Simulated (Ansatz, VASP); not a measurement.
**One calculation of PbO, two programs**

File INCAR:

```
SYSTEM = PbO
PREC = Accurate ; ENCUT = 520
EDIFF = 1E-6 ; ISMEAR = 0
SIGMA = 0.02 ; LREAL = .FALSE.
LASPH = .TRUE. ; NELM = 60
ALGO = Normal ; ISIF = 2
LWAVE = .FALSE. ; LCHARG = .FALSE.
LDIPOL = .TRUE. ; IDIPOL = 3
DIPOL = 0.5 0.5 0.500 ; GGA = PE
IVDW = 12 ; NBANDS = 28
```

The input KPOINTS:

```
regular mesh
0
G
  6 6 1
  0 0 0
```

The input POSCAR:

```
PbO
1.0
    4.0120000000      0.0000000000      0.0000000000
    0.0000000000      4.0120000000      0.0000000000
    0.0000000000      0.0000000000     30.7493267952
Pb O
2 2
Direct
    0.5000000000      0.0000000000      0.4621129917
    0.0000000000      0.5000000000      0.5378870083
    0.0000000000      0.0000000000      0.5000000000
    0.5000000000      0.5000000000      0.5000000000
```

Input for Ansatz:

```yaml
crystal:
  lattice:
    - [4.012, 0.0, 0.0]
    - [0.0, 4.012, 0.0]
    - [0.0, 0.0, 30.7493267952]
  atoms:
    - { symbol: Pb, position: [0.5, 0.0, 0.4621129917] }
    - { symbol: O, position: [0.0, 0.0, 0.5] }
    - { symbol: O, position: [0.5, 0.5, 0.5] }
    - { symbol: Pb, position: [0.0, 0.5, 0.5378870083] }
  periodic: [true, true, false]
basis:
  ecutwfc: 420
kpoints:
  mp_grid: { grid: [6, 6, 1] }
hamiltonian:
  xc: pbe
  dispersion: d3bj
scf:
  occupations: { method: gaussian, width: 0.02 }
output:
  forces: true
  stress: true
  eigenvalues: true
```

Alike in both runs: task single point; functional PBE; dispersion D3(BJ); k mesh 6 × 6 × 1; occupations gaussian, width 0.02 eV; no spin polarisation.

|  | VASP | Ansatz |
| --- | --- | --- |
| version | VASP 6.6.1 | Ansatz 0.2.0 |
| potentials or method | VASP PAW PBE potentials, release 64 (Pb_d, O), cutoff 520 eV | scalar-relativistic, plane waves, PAW |
| valence electrons in the cell | 40 | 40 |

```csv
,VASP,Ansatz,Ansatz less VASP
gap on the k mesh at the Fermi level (eV),2.45,2.47,+0.025
least direct gap on the mesh (eV),2.45,2.47,+0.025
rms of the force components (eV/Å),0.286,0.268,-0.0178
```

Neither program's run includes spin-orbit coupling.
